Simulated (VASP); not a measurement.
# KCl (Pm-3m) in VASP: a series of runs, part 2 of 2

VASP 6.6.1. Earlier steps stand in the parts before.

## (4) Single point, r2SCAN

This run uses another cell than the first one, of 26.80 Å³/atom, 1.117 times its volume.

File POSCAR:

```
KCl
1.0
    3.7704587559      0.0000000000      0.0000000000
    0.0000000000      3.7704587559      0.0000000000
    0.0000000000      0.0000000000      3.7704587559
K Cl
1 1
Direct
    0.0000000000      0.0000000000      0.0000000000
    0.5000000000      0.5000000000      0.5000000000
```

File INCAR.step1:

```
SYSTEM = KCl
  ALGO = Normal
  EDIFF = 1E-4
  ENCUT = 520
  GGA = PE
  ISMEAR = 0
  LASPH = .True.
  LCHARG = .False.
  LREAL = .False.
  LWAVE = .True.
  NBANDS = 15
  NELM = 80
  PREC = Accurate
  SIGMA = 0.01
```

File INCAR.step2:

```
SYSTEM = KCl
  ALGO = Normal
  EDIFF = 1E-6
  ENCUT = 520
  ISIF = 2
  ISMEAR = 0
  ISTART = 1
  LASPH = .True.
  LCHARG = .True.
  LELF = .True.
  LMIXTAU = .True.
  LREAL = .False.
  LVHAR = .True.
  LWAVE = .False.
  METAGGA = R2SCAN
  NBANDS = 15
  NELM = 80
  PREC = Accurate
  SIGMA = 0.01
```

File KPOINTS:

```
k-points
0
Gamma
  6 6 6
  0 0 0
```

Potentials or basis: VASP PAW PBE potentials, release 64 (K_sv, Cl).

The run is started by

```
$ cat potpaw_PBE.64/K_sv/POTCAR potpaw_PBE.64/Cl/POTCAR > POTCAR
$ cp INCAR.step1 INCAR
$ mpirun -np 1 vasp_std > vasp.out
$ cp INCAR.step2 INCAR
$ mpirun -np 1 vasp_std > vasp.out
```

OUTCAR:

```text
SYSTEM = KCl
   EDIFF = 1E-6
   ENCUT = 520
   ISIF = 2
   ISMEAR = 0
   ISTART = 1
   LASPH = .True.
   LREAL = .False.
   METAGGA = R2SCAN
   NELM = 80
   PREC = Accurate

 ion  position               nearest neighbor table
   1  0.000  0.000  0.000-
   2  0.500  0.500  0.500-

  LATTYP: Found a simple cubic cell.
 ALAT       =     3.7704587559

  Lattice vectors:

 A1 = (   3.7704587559,   0.0000000000,   0.0000000000)
 A2 = (   0.0000000000,   3.7704587559,   0.0000000000)
 A3 = (   0.0000000000,   0.0000000000,   3.7704587559)

Analysis of symmetry for initial positions (statically):
=====================================================================
 Subroutine PRICEL returns:
 Original cell was already a primitive cell.

 Routine SETGRP: Setting up the symmetry group for a
 simple cubic supercell.

 Subroutine GETGRP returns: Found 48 space group operations
 (whereof 48 operations were pure point group operations)
 out of a pool of 48 trial point group operations.

The static configuration has the point symmetry O_h .

Analysis of symmetry for dynamics (positions and initial velocities):
=====================================================================
 Subroutine PRICEL returns:
 Original cell was already a primitive cell.

 Routine SETGRP: Setting up the symmetry group for a
 simple cubic supercell.

 Subroutine GETGRP returns: Found 48 space group operations
 (whereof 48 operations were pure point group operations)
 out of a pool of 48 trial point group operations.

The dynamic configuration has the point symmetry O_h .

 Subroutine INISYM returns: Found 48 space group operations
 (whereof 48 operations are pure point group operations),
 and found     1 'primitive' translations

----------------------------------------------------------------------------------------

                                     Primitive cell

  volume of cell :      53.6022

  direct lattice vectors                    reciprocal lattice vectors
[... 112 lines left out ...]
   LRPA    =     F    only Hartree local field effects (RPA)
 non-spin polarized calculation
 Gauss-broadening in eV      SIGMA  =   0.01
  energy-cutoff  :      520.00
  volume of cell :       53.60
 maximum number of plane-waves:      1472
   NGX = 15   NGY = 15   NGZ = 15

 number of electron      16.0000004 magnetization

 Free energy of the ion-electron system (eV)
  ---------------------------------------------------
  ext. energy  EPLUGINS =         0.00000000
  ---------------------------------------------------
  free energy    TOTEN  =       -16.40761370 eV

  energy without entropy =      -16.40761370  energy(sigma->0) =      -16.40761370

 E-fermi :  -0.9002     XC(G=0):  -8.7364

 val. band max:       -0.9561928155   @ k =   0.5000   0.5000   0.0000
 cond. band min:       4.8538322803   @ k =   0.0000   0.0000   0.0000
 fundamental gap:      5.8100250958
 Fermi energy:        -0.9001887180

 k-point     1 :       0.0000    0.0000    0.0000
  band No.  band energies     occupation
      1     -30.0415      2.00000
      2     -14.1915      2.00000
      3     -12.6501      2.00000
      4     -12.6501      2.00000
      5     -12.6501      2.00000
      6      -1.1724      2.00000
      7      -1.1724      2.00000
      8      -1.1724      2.00000
      9       4.8538      0.00000
     10       6.1354      0.00000
     11       6.1354      0.00000
     12      10.6478      0.00000
     13      10.6478      0.00000
     14      10.6478      0.00000
[... 329 lines left out ...]
      2     -13.7173      2.00000
      3     -12.8429      2.00000
      4     -12.8429      2.00000
      5     -12.8429      2.00000
      6      -2.4113      2.00000
      7      -2.4113      2.00000
      8      -2.4113      2.00000
      9       8.7159      0.00000
     10       8.7159      0.00000
     11       8.7159      0.00000
     12      10.0082      0.00000
     13      10.0082      0.00000
     14      10.0082      0.00000
     15      12.3430      0.00000

------------------------ aborting loop because EDIFF is reached ----------------------------------------

  FORCE on cell =-STRESS in cart. coord.  units (eV):
  Direction    XX          YY          ZZ          XY          YZ          ZX
  --------------------------------------------------------------------------------------
  -------------------------------------------------------------------------------------
  Total       -0.0100896     -0.0100896     -0.0100896     -0.0000000     -0.0000000     -0.0000000
  in kB       -0.3015791     -0.3015791     -0.3015791     -0.0000000     -0.0000000     -0.0000000
  external PRESSURE =      -0.3015791 kB  Pullay stress =       0.0000000 kB

 VOLUME and BASIS-vectors are now :
 -----------------------------------------------------------------------------
  energy-cutoff  :      520.00
  volume of cell :       53.60
      direct lattice vectors                 reciprocal lattice vectors
     3.770458756  0.000000000  0.000000000     0.265219716  0.000000000  0.000000000
     0.000000000  3.770458756  0.000000000     0.000000000  0.265219716  0.000000000
     0.000000000  0.000000000  3.770458756     0.000000000  0.000000000  0.265219716

 POSITION                                       TOTAL-FORCE (eV/Angst)
 -----------------------------------------------------------------------------------
      0.00000      0.00000      0.00000         0.000000      0.000000      0.000000
      1.88523      1.88523      1.88523         0.000000      0.000000      0.000000
 -----------------------------------------------------------------------------------
    total drift:                                0.000000      0.000000      0.000000

  FREE ENERGIE OF THE ION-ELECTRON SYSTEM (eV)
  ---------------------------------------------------
  free  energy   TOTEN  =       -16.4076136967 eV

  energy  without entropy=      -16.4076136967  energy(sigma->0) =      -16.40761370
```

OUTCAR.step1:

```text
SYSTEM = KCl
   EDIFF = 1E-4
   ENCUT = 520
   GGA = PE
   ISMEAR = 0
   LASPH = .True.
   LREAL = .False.
[... 573 lines left out ...]
      0.00000      0.00000      0.00000         0.000000      0.000000      0.000000
      1.88523      1.88523      1.88523         0.000000      0.000000      0.000000
 -----------------------------------------------------------------------------------
    total drift:                                0.000000      0.000000      0.000000

  FREE ENERGIE OF THE ION-ELECTRON SYSTEM (eV)
  ---------------------------------------------------
  free  energy   TOTEN  =        -6.6446803078 eV

  energy  without entropy=       -6.6446803078  energy(sigma->0) =       -6.64468031
```

OSZICAR.step1:

```text
N       E                     dE             d eps       ncg     rms          rms(c)
DAV:   1     0.105714044796E+03    0.10571E+03   -0.73939E+03   600   0.982E+02
DAV:   2    -0.128154684023E+01   -0.10700E+03   -0.99555E+02   798   0.247E+02
DAV:   3    -0.678360273189E+01   -0.55021E+01   -0.54724E+01   824   0.503E+01
DAV:   4    -0.694522859205E+01   -0.16163E+00   -0.16160E+00   909   0.813E+00
DAV:   5    -0.694656105152E+01   -0.13325E-02   -0.13324E-02   845   0.802E-01    0.310E+00
DAV:   6    -0.667544491908E+01    0.27112E+00   -0.29161E-01   719   0.322E+00    0.259E+00
DAV:   7    -0.664264452728E+01    0.32800E-01   -0.88331E-02   761   0.197E+00    0.154E+00
DAV:   8    -0.664465129609E+01   -0.20068E-02   -0.16428E-02   877   0.994E-01    0.203E-01
DAV:   9    -0.664468030778E+01   -0.29012E-04   -0.70892E-04   810   0.187E-01
   1 F= -.66446803E+01 E0= -.66446803E+01  d E =-.506946E-20
```

Wall time 31 s (1 thread of AMD EPYC 9R45 (Zen 5), shared host); peak memory 0.14 GiB.

Results:

- Free energy: -16.4076 eV
- Pressure: 0.0 GPa
- Band gap on the k mesh: 5.81 eV, indirect (least direct gap 6.03 eV)

Levels at points of the mesh, in eV from the valence-band top:
```tsv
k point	band 4	band 5	band 6	band 7	band 8	band 9	band 10	band 11	band 12	band 13
(0.00, 0.00, 0.00)	-11.69	-11.69	-0.22	-0.22	-0.22	5.81	7.09	7.09	11.60	11.60
(0.50, 0.00, 0.00)	-11.66	-11.56	-1.90	-0.23	-0.23	8.56	8.74	9.32	10.84	11.52
(0.50, 0.50, 0.00)	-11.95	-11.63	-1.30	-1.30	0.00	6.86	8.09	9.73	9.73	12.69
(0.50, 0.50, 0.50)	-11.89	-11.89	-1.46	-1.46	-1.46	9.67	9.67	9.67	10.96	10.96
```

Caveat: the PAW data sets were made with another functional, which shifts forces and pressure a little.

## (5) Relaxation of cell and atoms, r2SCAN

File POSCAR:

```
KCl
1.0
    3.6340000000      0.0000000000      0.0000000000
    0.0000000000      3.6340000000      0.0000000000
    0.0000000000      0.0000000000      3.6340000000
K Cl
1 1
Direct
    0.0000000000      0.0000000000      0.0000000000
    0.5000000000      0.5000000000      0.5000000000
```

File INCAR.step1:

```
ALGO = Normal ; EDIFF = 1E-4
ENCUT = 600 ; GGA = PE
ISMEAR = 0 ; LASPH = True
LCHARG = False ; LREAL = False
LWAVE = True ; NELM = 80
PREC = Accurate ; SIGMA = 0.02
```

File INCAR.step2:

```
ALGO = Normal ; EDIFF = 1E-7
EDIFFG = -0.005 ; ENCUT = 600
IBRION = 2 ; ISIF = 3
ISMEAR = 0 ; ISTART = 1
LASPH = True ; LCHARG = False
LMIXTAU = True ; LREAL = False
LWAVE = False ; METAGGA = R2SCAN
NELM = 80 ; NSW = 100
PREC = Accurate ; SIGMA = 0.02
```

File KPOINTS:

```
k-points
0
Gamma
  6 6 6
```

The run is started by

```
$ cat potpaw_PBE.64/K_sv/POTCAR potpaw_PBE.64/Cl/POTCAR > POTCAR
$ cp INCAR.step1 INCAR
$ mpirun -np 1 vasp_std > vasp.out
$ cp INCAR.step2 INCAR
$ mpirun -np 1 vasp_std > vasp.out
```

It took 1.9 min on 1 thread of AMD EPYC 9R45 (Zen 5), shared host; peak memory 0.15 GiB.

It converged, with:

```
Free energy                            : -16.4077 eV
Relaxed volume                         : 26.81 Å³/atom
Relaxed cell                           : a = 3.771 Å, b = 3.771 Å, c = 3.771 Å, α = 90.00°, β = 90.00°, γ = 90.00°
Space group after relaxing (to 0.05 Å) : Pm-3m (No. 221)
Energy gained by relaxing              : 26.5 meV/atom
Ionic steps                            : 4
Pressure after relaxing                : 0.0 GPa
Band gap on the k mesh                 : 5.81 eV, indirect (least direct gap 6.02 eV)
```

Step by step:
```
step  energy change (eV)  largest force (eV/Å)  pressure (GPa)  volume (Å³)
   1              0.0000                0.0000            3.37        47.99
   2             -0.0470                0.0000            0.98        51.58
   3             -0.0528                0.0000           -0.15        53.95
   4             -0.0530                0.0000           -0.01        53.62
```

Final structure:
```xyz
2
Lattice="3.7709 0.0000 0.0000 0.0000 3.7709 0.0000 0.0000 0.0000 3.7709" Properties=species:S:1:pos:R:3 pbc="T T T"
K     0.0000    0.0000    0.0000
Cl    1.8855    1.8855    1.8855
```

Levels at points of the mesh, in eV from the valence-band top:
| k point | band 4 | band 5 | band 6 | band 7 | band 8 | band 9 | band 10 | band 11 | band 12 |
| --- | --- | --- | --- | --- | --- | --- | --- | --- | --- |
| (0.00, 0.00, 0.00) | -11.69 | -11.69 | -0.22 | -0.22 | -0.22 | 5.81 | 7.09 | 7.09 | 11.60 |
| (0.50, 0.00, 0.00) | -11.66 | -11.56 | -1.90 | -0.23 | -0.23 | 8.56 | 8.74 | 9.32 | 10.84 |
| (0.50, 0.50, 0.00) | -11.95 | -11.63 | -1.30 | -1.30 | 0.00 | 6.86 | 8.08 | 9.73 | 9.73 |
| (0.50, 0.50, 0.50) | -11.89 | -11.89 | -1.45 | -1.45 | -1.45 | 9.67 | 9.67 | 9.67 | 10.96 |

Caveat: the PAW data sets were made with another functional, which shifts forces and pressure a little; the volume moved by +12 % from the deposited cell, more than functionals usually miss. A k mesh can miss the band edges.

## (6) Relaxation of cell and atoms, r2SCAN

This run uses another cell than the first one, of 26.80 Å³/atom, 1.117 times its volume.

File POSCAR:

```
KCl
1.0
    3.7704587559      0.0000000000      0.0000000000
    0.0000000000      3.7704587559      0.0000000000
    0.0000000000      0.0000000000      3.7704587559
K Cl
1 1
Direct
    0.0000000000      0.0000000000      0.0000000000
    0.5000000000      0.5000000000      0.5000000000
```

File INCAR.step1:

```
PREC = Accurate
ENCUT = 600
ISMEAR = 0
SIGMA = 0.02
LREAL = False
LASPH = True
NELM = 80
GGA = PE
ALGO = Normal
EDIFF = 1E-4
LWAVE = True
LCHARG = False
```

File INCAR.step2:

```
PREC = Accurate
ENCUT = 600
EDIFF = 1E-7
ISMEAR = 0
SIGMA = 0.02
LREAL = False
LASPH = True
NELM = 80
ALGO = Normal
ISIF = 3
LWAVE = False
LCHARG = False
METAGGA = R2SCAN
LMIXTAU = True
IBRION = 2
NSW = 100
EDIFFG = -0.005
ISTART = 1
```

File KPOINTS:

```
regular mesh
0
Gamma
  6 6 6
```

Potentials or basis: VASP PAW PBE potentials, release 64 (K_sv, Cl).

The run is started by

```
$ cat potpaw_PBE.64/K_sv/POTCAR potpaw_PBE.64/Cl/POTCAR > POTCAR
$ cp INCAR.step1 INCAR
$ mpirun -np 1 vasp_std > vasp.out
$ cp INCAR.step2 INCAR
$ mpirun -np 1 vasp_std > vasp.out
```

It took 33 s on 1 thread of AMD EPYC 9R45 (Zen 5), shared host; peak memory 0.14 GiB.

Results (log left out):

```
Free energy             : -16.4088 eV
Pressure after relaxing : 0.0 GPa
Band gap on the k mesh  : 5.81 eV, indirect (least direct gap 6.03 eV)
```

Final structure:
```
CELL_PARAMETERS angstrom
3.77046 0.00000 0.00000
0.00000 3.77046 0.00000
0.00000 0.00000 3.77046
ATOMIC_POSITIONS crystal
K 0.00000 0.00000 0.00000
Cl 0.50000 0.50000 0.50000
```

Levels at points of the mesh, in eV from the valence-band top:
```
           k point  band 6  band 7  band 8  band 9  band 10  band 11
(0.00, 0.00, 0.00)   -0.22   -0.22   -0.22    5.81     7.09     7.09
(0.50, 0.00, 0.00)   -1.90   -0.23   -0.23    8.56     8.74     9.32
(0.50, 0.50, 0.00)   -1.30   -1.30    0.00    6.86     8.09     9.73
(0.50, 0.50, 0.50)   -1.45   -1.45   -1.45    9.67     9.67     9.67
```

Caveat: the relaxation stopped at its first step, so nothing moved; the PAW data sets were made with another functional, which shifts forces and pressure a little.

## (7) The runs side by side

```csv
task,cell,cutoff (eV),smearing,gap on the mesh (eV),pressure (GPa)
single point,"a = 3.634 Å, 2 atoms",520,gaussian 0.1 eV,6.40,3.3
single point,"a = 3.770 Å, 2 atoms",520,gaussian 0.02 eV,5.81,0.0
single point,"a = 3.770 Å, 2 atoms",520,gaussian 0.01 eV,5.81,0.0
relaxation of cell and atoms,"relaxed from a = 3.634 Å, 2 atoms",600,gaussian 0.02 eV,5.81,0.0
relaxation of cell and atoms,"relaxed from a = 3.770 Å, 2 atoms",600,gaussian 0.02 eV,5.81,0.0
```

Alike in all rows: level r2SCAN; potentials or basis VASP PAW PBE potentials, release 64 (K_sv, Cl); no spin polarisation; k mesh 6 × 6 × 6.

Caveats: the PAW data sets were made with another functional, which shifts forces and pressure a little; the volume moved by +12 % from the deposited cell, more than functionals usually miss (some runs); the relaxation stopped at its first step, so nothing moved (some runs).

Total energies depend on the potentials used, so only differences within one code and one set of settings carry meaning.
